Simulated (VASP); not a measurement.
# CuSi12O24 (a cell with a defect) in VASP: single point with PBE0

Aim: the single point of CuSi12O24 (a cell with a defect) with PBE0.

Program: VASP 6.6.1. These are calculated values, not measurements. Logs are shortened: lines on timing, memory, paths and dates and some standing lists are left out, and cuts for length are marked.

### 1 The cell of the first run

The cell holds a defect, 37 atoms: a = 7.454 Å, b = 7.454 Å, c = 10.042 Å, α = 70.32°, β = 70.32°, γ = 71.37°.

### 2 Single point, PBE0, collinear spin

File POSCAR:

```
CuSi12O24
1.0
   -2.5104095100      4.3481568300      5.5092742100
    5.0208190300      0.0000000000      5.5092742100
    5.0208190300      8.6963136500      0.0000000000
Si O Cu
12 24 1
Direct
    0.3786334600      0.9437755700      0.0308861300
    0.9127032700      0.4146134500      0.2959972500
   -0.0165498200     -0.0005055500      0.2609053700
    0.4923476700      0.5110369500      0.0065177000
    0.0992628000      0.5670886600      0.4540255700
    0.5715814400      0.0929130300      0.2082333500
    0.3965765500      0.9415331100      0.5388754900
    0.8994369300      0.4292827000      0.7872019800
   -0.0071405300      0.0001354400      0.7669098300
    0.5052889900      0.5090193300      0.5111102400
    0.1018477200      0.5659540900      0.9491202100
    0.5897730100      0.0833979900      0.7036951200
    0.0742516200      0.4496131200      0.3533078600
    0.5230449800      0.9965390900      0.1018286600
    0.0603120500      0.8017822300      0.3784421300
    0.5580537900      0.3267334400      0.1388395400
    0.1539474000      0.0393071000      0.1095240600
    0.6907227200      0.5276602700      0.3656890100
    0.3224498300      0.4843853300      0.4704081900
    0.7931751400      0.9816120300      0.2245307500
    0.3849528400      0.7086773300      0.0673440900
    0.9216166800      0.1835624300      0.3328073300
    0.4164366200      0.0501739500      0.3662823500
    0.9584850000      0.5129417700      0.1177052300
    0.0610587500      0.4691037800      0.8431940300
    0.5553513200      0.9900156000      0.5919886600
    0.0751689000      0.8047284500      0.8870756200
    0.5731678000      0.3186652000      0.6376972600
    0.1723476800      0.0286772100      0.6206275700
    0.6759560800      0.5329331700      0.8614637100
    0.3253906100      0.4644943300      0.9601160200
    0.8092071200      0.9762064700      0.7260098200
    0.4382595000      0.7052908800      0.5685389900
    0.9220306800      0.1929440900      0.8299554300
    0.4199793100      0.0495915200      0.8569043800
    0.9403311600      0.5254632300      0.6117265500
    0.7259696000     -0.2630244800      1.0572595500
```

File INCAR.step1:

```
  PREC = Accurate
  ENCUT = 520
  EDIFF = 1E-5
  ISMEAR = -1
  SIGMA = 0.01
  LREAL = Auto
  LASPH = T
  NELM = 200
  ALGO = Normal
  ISIF = 2
  LWAVE = T
  LCHARG = F
  ISPIN = 2
  MAGMOM = 0 0 0 0 0 0.01 0 0 0 0 0 0 0 0.04 0 0 0 0 0 0 0.05 0 0 0.04 0.01 0 0.02 0 0 0.02 0 0.01 0 0 0.01 0 0.08
  LORBIT = 11
  NUPDOWN = 1.0
  LMAXMIX = 4
  NBANDS = 130
  GGA = PE
  GGA_COMPAT = F
```

File INCAR.step2:

```
  PREC = Accurate
  ENCUT = 520
  EDIFF = 1E-6
  ISMEAR = -1
  SIGMA = 0.01
  LREAL = Auto
  LASPH = T
  NELM = 200
  ALGO = Normal
  ISIF = 2
  LWAVE = F
  LCHARG = F
  ISPIN = 2
  MAGMOM = 0 0 0 0 0 0.01 0 0 0 0 0 0 0 0.04 0 0 0 0 0 0 0.05 0 0 0.04 0.01 0 0.02 0 0 0.02 0 0.01 0 0 0.01 0 0.08
  LORBIT = 11
  NUPDOWN = 1.0
  LMAXMIX = 4
  GGA = PE
  LHFCALC = T
  AEXX = 0.25
  PRECFOCK = Fast
  NBANDS = 130
  ISTART = 1
  GGA_COMPAT = F
```

File KPOINTS:

```
regular mesh
0
Gamma
  1 1 1
```

Potentials or basis: VASP PAW PBE potentials, release 64 (Si, O, Cu).

Command:

```
$ cat potpaw_PBE.64/Si/POTCAR potpaw_PBE.64/O/POTCAR potpaw_PBE.64/Cu/POTCAR > POTCAR
$ cp INCAR.step1 INCAR
$ mpirun -np 1 vasp_gam > vasp.out
$ cp INCAR.step2 INCAR
$ mpirun -np 1 vasp_gam > vasp.out
```

OUTCAR:

```text
PREC = Accurate
   ENCUT = 520
   EDIFF = 1E-6
   ISMEAR = -1
   LREAL = Auto
   LASPH = T
   NELM = 200
   ISIF = 2
   ISPIN = 2
   LORBIT = 11
   NUPDOWN = 1.0
   GGA = PE
   LHFCALC = T
   AEXX = 0.25
   PRECFOCK = Fast
   ISTART = 1

 ion  position               nearest neighbor table
   1  0.379  0.944  0.031-  35 1.62  17 1.63  21 1.65  14 1.67  37 2.61   3 3.08  12 3.10   4 3.13

   2  0.913  0.415  0.296-  13 1.62  22 1.62  18 1.63  24 1.65   5 3.07   3 3.09  10 3.10
   3  0.983  0.999  0.261-  15 1.62  17 1.63  22 1.63  20 1.63   1 3.08   2 3.09   6 3.11
   4  0.492  0.511  0.007-  30 1.63  31 1.63  16 1.63  21 1.65  11 3.03   6 3.09   8 3.11   1 3.13
[... 13 lines left out ...]
  12  0.590  0.083  0.704-  26 1.63  32 1.63  35 1.63  28 1.63  10 3.10   1 3.10   9 3.11   7 3.11

  13  0.074  0.450  0.353-   2 1.62   5 1.63
  14  0.523  0.997  0.102-   6 1.65   1 1.67  37 2.12
  15  0.060  0.802  0.378-   3 1.62   5 1.63
  16  0.558  0.327  0.139-   6 1.63   4 1.63
  17  0.154  0.039  0.110-   3 1.63   1 1.63
  18  0.691  0.528  0.366-   2 1.63  10 1.64
  19  0.322  0.484  0.470-   5 1.62  10 1.63
  20  0.793  0.982  0.225-   6 1.63   3 1.63
  21  0.385  0.709  0.067-   4 1.65   1 1.65
  22  0.922  0.184  0.333-   2 1.62   3 1.63
  23  0.416  0.050  0.366-   6 1.62   7 1.62
  24  0.958  0.513  0.118-   2 1.65  11 1.66  37 2.08
  25  0.061  0.469  0.843-  11 1.62   8 1.63
  26  0.555  0.990  0.592-  12 1.63   7 1.63
  27  0.075  0.805  0.887-   9 1.64  11 1.64
  28  0.573  0.319  0.638-  10 1.63  12 1.63
  29  0.172  0.029  0.621-   7 1.62   9 1.62
  30  0.676  0.533  0.861-   8 1.63   4 1.63
  31  0.325  0.464  0.960-  11 1.62   4 1.63
  32  0.809  0.976  0.726-  12 1.63   9 1.63
  33  0.438  0.705  0.569-  10 1.62   7 1.63
  34  0.922  0.193  0.830-   9 1.63   8 1.63
  35  0.420  0.050  0.857-   1 1.62  12 1.63
  36  0.940  0.525  0.612-   8 1.62   5 1.63
  37  0.726  0.737  0.057-  24 2.08  14 2.12   1 2.61  11 2.69

  LATTYP: Found a base centered monoclinic cell.
 ALAT       =    12.1085520629
 B/A-ratio  =     0.7181959996
 C/A-ratio  =     0.8293013073
 COS(beta)  =    -0.4146506542

  Lattice vectors:

 A1 = (   2.5104095100,  -4.3481568300,  -5.5092742100)
 A2 = (  -5.0208190300,   0.0000000000,  -5.5092742100)
 A3 = (   5.0208190300,   8.6963136500,   0.0000000000)

Analysis of symmetry for initial positions (statically):
=====================================================================
 Subroutine PRICEL returns:
 Original cell was already a primitive cell.

 Routine SETGRP: Setting up the symmetry group for a
 base centered monoclinic supercell.

 Subroutine GETGRP returns: Found  1 space group operations
 (whereof  1 operations were pure point group operations)
 out of a pool of  4 trial point group operations.

The static configuration has the point symmetry C_1 .

Analysis of symmetry for dynamics (positions and initial velocities):
=====================================================================
 Subroutine PRICEL returns:
 Original cell was already a primitive cell.

 Routine SETGRP: Setting up the symmetry group for a
 base centered monoclinic supercell.

 Subroutine GETGRP returns: Found  1 space group operations
 (whereof  1 operations were pure point group operations)
 out of a pool of  4 trial point group operations.

The dynamic configuration has the point symmetry C_1 .

Analysis of structural, dynamic, and magnetic symmetry:
=====================================================================
 Subroutine PRICEL returns:
 Original cell was already a primitive cell.

 Routine SETGRP: Setting up the symmetry group for a
 base centered monoclinic supercell.

 Subroutine GETGRP returns: Found  1 space group operations
 (whereof  1 operations were pure point group operations)
 out of a pool of  4 trial point group operations.

The overall configuration has the point symmetry C_1 .

 Subroutine INISYM returns: Found  1 space group operations
 (whereof  1 operations are pure point group operations),
 and found     1 'primitive' translations
[... 129 lines left out ...]
   NGX,Y,Z   is equivalent  to a cutoff of  12.49, 12.49, 13.24 a.u.
   NGXF,Y,Z  is equivalent  to a cutoff of  24.98, 24.98, 26.49 a.u.
 SYSTEM =  unknown system
   PREC   = accura    normal or accurate (medium, high low for compatibility)
   ISTART =      1    job   : 0-new  1-cont  2-samecut
   ICHARG =      0    charge: 1-file 2-atom 10-const
   ISPIN  =      2    spin polarized calculation?
   LNONCOLLINEAR =      F non collinear calculations
   LSORBIT =      F    spin-orbit coupling
   LASPH  =      T    aspherical Exc in radial PAW
   ENCUT  =  520.0 eV  38.22 Ry    6.18 a.u.  13.86 13.86 18.67*2*pi/ulx,y,z
   NELM   =    200;   NELMIN=  2; NELMDL=  0     # of ELM steps
   EDIFF  = 0.1E-05   stopping-criterion for ELM
   LREAL  =      T    real-space projection
   EDIFFG = 0.1E-04   stopping-criterion for IOM
   NSW    =      0    number of steps for IOM
   IBRION =     -1    ionic relax: 0-MD 1-quasi-New 2-CG
   NFREE  =      0    steps in history (QN), initial steepest desc. (CG)
   ISIF   =      2    stress and relaxation
   ISYM   =      3    0-nonsym 1-usesym 2-fastsym
   POTIM  = 0.5000    time-step for ionic-motion
   TEBEG  =    0.0;   TEEND  =   0.0 temperature during run
   PSTRESS=    0.0 pullay stress
   NELECT =     203.0000    total number of electrons
   NUPDOWN=       1.0000    fix difference up-down
   EMIN   =  10.00;   EMAX   =-10.00  energy-range for DOS
   EFERMI =   0.00;   METHOD = LEGACY
   ISMEAR =    -1;   SIGMA  =   0.01  broadening in eV -4-tet -1-fermi 0-gaus
   EFERMI_NEDOS =   21; number of points for ismear=-14 and -15
   IALGO  =     38    algorithm
   IMIX   =      1    mixing-type and parameters
     AMIX     =   0.40;   BMIX     =  1.00
     AMIX_MAG =   1.60;   BMIX_MAG =  1.00
  volume/ion in A,a.u.               =      13.00        87.75
  Fermi-wavevector in a.u.,A,eV,Ry     =   1.227898  2.320390 20.513944  1.507732
  Thomas-Fermi vector in A             =   2.362844
   LORBIT       =     11    0 simple, 1 ext, 2 COOP (PROOUT), +10 PAW based schemes
   GGA     = PE    functional components
   LHFCALC =     T    Hartree Fock is set to
   PRECFOCK=fast      Normal, Fast or Accurate (Low or Medium for compatibility)
   ENCUT4O =  -1.0   cutoff for four orbital integrals eV
   NKREDX  =     1    reduce k-point grid by
   NKREDY  =     1    reduce k-point grid by
   NKREDZ  =     1    reduce k-point grid by
   AEXX    =    0.2500 exact exchange contribution
   HFSCREEN=    0.0000 screening length (either q_TF or 0.3 A-1)
   HFSCREENC=   0.0000 screening length for correlation (either q_TF or 0.3 A-1)
   ENCUTFOCK=  -1.0 apply spherical cutoff to Coloumb kernel
   IVDW    =     0    specifies the selected vdW correction
   LEPSILON=     F    determine dielectric tensor
   LRPA    =     F    only Hartree local field effects (RPA)
 spin polarized calculation
  energy-cutoff  :      520.00
  volume of cell :      481.10
 maximum number of plane-waves:      6470
 NGX is ok and might be reduce to    54
  NGX = 28; NGY = 28; NGZ = 40

 number of electron     203.0000011 magnetization       1.0000000

 Free energy of the ion-electron system (eV)
  ---------------------------------------------------
  ext. energy  EPLUGINS =         0.00000000
  ---------------------------------------------------
  free energy    TOTEN  =      -369.88875348 eV

  energy without entropy =     -369.88875348  energy(sigma->0) =     -369.88875348

 E-fermi :   1.9601     XC(G=0):  -7.1898

 val. band max:        4.7612764122   @ k =   0.0000   0.0000   0.0000
 cond. band min:       6.7724022934   @ k =   0.0000   0.0000   0.0000
 fundamental gap:      2.0111258812
 Fermi energy:         5.0039698799

 spin component 1

 k-point     1 :       0.0000    0.0000    0.0000
  band No.  band energies     occupation
      1     -21.6916      1.00000
      2     -21.2099      1.00000
      3     -21.1523      1.00000
      4     -21.1343      1.00000
      5     -20.7800      1.00000
      6     -20.6791      1.00000
[... 105 lines left out ...]
    112      11.0910      0.00000
    113      11.1107      0.00000
 Fermi energy:         1.9601261999

 spin component 2

 k-point     1 :       0.0000    0.0000    0.0000
  band No.  band energies     occupation
      1     -21.6597      1.00000
      2     -21.1603      1.00000
      3     -21.1312      1.00000
      4     -21.1068      1.00000
      5     -20.7437      1.00000
      6     -20.6451      1.00000
[... 105 lines left out ...]
    112      11.1519      0.00000
    113      11.1879      0.00000
 [bands above 113 left out]

------------------------ aborting loop because EDIFF is reached ----------------------------------------

  FORCE on cell =-STRESS in cart. coord.  units (eV):
  Direction    XX          YY          ZZ          XY          YZ          ZX
  --------------------------------------------------------------------------------------
  -------------------------------------------------------------------------------------
  Total      -14.2617003    -13.2385660    -15.0021112      1.2996523      1.0741738     -1.3064283
  in kB      -47.4949836    -44.0876935    -49.9607346      4.3281630      3.5772641     -4.3507288
  external PRESSURE =     -47.1811372 kB  Pullay stress =       0.0000000 kB

 VOLUME and BASIS-vectors are now :
 -----------------------------------------------------------------------------
  energy-cutoff  :      520.00
  volume of cell :      481.10
      direct lattice vectors                 reciprocal lattice vectors
    -2.510409510  4.348156830  5.509274210    -0.099585346  0.057495626  0.090756056
     5.020819030  0.000000000  5.509274210     0.099585346 -0.057495626  0.090756056
     5.020819030  8.696313650  0.000000000     0.049792673  0.086243439 -0.045378028

 POSITION                                       TOTAL-FORCE (eV/Angst)
 -----------------------------------------------------------------------------------
      3.94307      1.91495      7.28551         0.067674     -0.050213      0.010013
      1.27659      6.54266      7.31255        -0.086209     -0.088868      0.068126
      3.85938      6.54511     10.92459        -0.001288     -0.002405      0.032926
      1.36255      2.19748      5.52792         0.016649     -0.056705     -0.036029
      4.87764      4.37996      3.67111        -0.034832     -0.007980     -0.014334
      0.07710      4.29619      3.66088        -0.024302     -0.099113     -0.065895
[... 29 lines left out ...]
      3.34901      9.40847      8.07546        -0.212539      0.222467      0.131333
      2.16523      3.65458      8.05977        -0.035020     -0.011360     -0.007661
 -----------------------------------------------------------------------------------
    total drift:                               -0.005277      0.004894      0.024574

  FREE ENERGIE OF THE ION-ELECTRON SYSTEM (eV)
  ---------------------------------------------------
  free  energy   TOTEN  =      -369.8887534756 eV

  energy  without entropy=     -369.8887534756  energy(sigma->0) =     -369.88875348

 total charge

# of ion       s       p       d       tot
------------------------------------------
    1        0.636   0.950   0.000   1.586
    2        0.644   0.977   0.000   1.622
    3        0.642   0.977   0.000   1.619
    4        0.642   0.967   0.000   1.609
    5        0.642   0.978   0.000   1.620
    6        0.647   0.972   0.000   1.619
[... 29 lines left out ...]
   36        1.554   3.713   0.000   5.267
   37        0.366   0.156   9.449   9.971
--------------------------------------------------
tot         45.425 100.703   9.449 155.577

 magnetization (x)

# of ion       s       p       d       tot
------------------------------------------
    1        0.005   0.003   0.000   0.007
    2        0.004   0.001   0.000   0.005
    3        0.001   0.000   0.000   0.001
    4        0.002  -0.001   0.000   0.001
    5        0.002   0.000   0.000   0.002
    6        0.008   0.004   0.000   0.012
[... 29 lines left out ...]
   36        0.002  -0.000   0.000   0.002
   37        0.187   0.019  -0.001   0.205
--------------------------------------------------
tot          0.331   0.126  -0.001   0.456
```

Run time: 9.8 min. Hardware: 1 thread of Intel Xeon Platinum 8488C (Sapphire Rapids), shared host; peak memory 0.8 GiB.

What came out:

```yaml
Free_energy: -369.8888 eV
Pressure: -4.7 GPa
Largest_force: 0.410 eV/Å
Net_moment: 1.00 μB per cell
Site_moments: Si +0.01, +0.00 (each value once); O +0.00, +0.04, +0.03, +0.01, +0.02 (each value once); Cu +0.20 μB
Valence_electrons_inside_the_program's_atomic_spheres: Si 1.59, 1.62, 1.61, 1.63 (each value once); O 5.27, 5.24, 5.25, 5.26, 5.23 (each value once); Cu 9.97
```

Forces in eV/Å, atoms in the order of the input:
```
Si   0.068 -0.050  0.010
Si  -0.086 -0.089  0.068
Si  -0.001 -0.002  0.033
Si   0.017 -0.057 -0.036
Si  -0.035 -0.008 -0.014
Si  -0.024 -0.099 -0.066
Si   0.024 -0.053  0.007
Si   0.071 -0.008  0.001
Si  -0.008  0.000  0.018
Si   0.027  0.024 -0.010
Si  -0.084  0.130 -0.021
Si  -0.011  0.043 -0.033
O    0.384 -0.090 -0.111
O    0.323  0.025 -0.072
O   -0.134 -0.190 -0.151
O   -0.178 -0.248 -0.182
O   -0.089  0.333 -0.190
O   -0.110  0.279 -0.162
O    0.279  0.041  0.130
O    0.287  0.025  0.161
O   -0.158 -0.150  0.229
O   -0.136 -0.268  0.191
O   -0.250  0.272  0.139
O   -0.146  0.245  0.118
O    0.323 -0.061 -0.121
O    0.318 -0.042 -0.141
O   -0.125 -0.271 -0.224
O   -0.168 -0.291 -0.165
O   -0.118  0.293 -0.131
O   -0.167  0.290 -0.187
O    0.367  0.032  0.167
O    0.289  0.011  0.216
O   -0.105 -0.252  0.125
O   -0.164 -0.268  0.170
O   -0.228  0.242  0.110
O   -0.213  0.222  0.131
Cu  -0.035 -0.011 -0.008
```

Caveat: the k points lie up to 0.92 Å⁻¹ apart, too coarse for converged energies, forces and pressures; the PAW data sets were made with another functional, which shifts forces and pressure a little; the total moment is fixed, so each spin has its own Fermi level and the state may be an excited one.
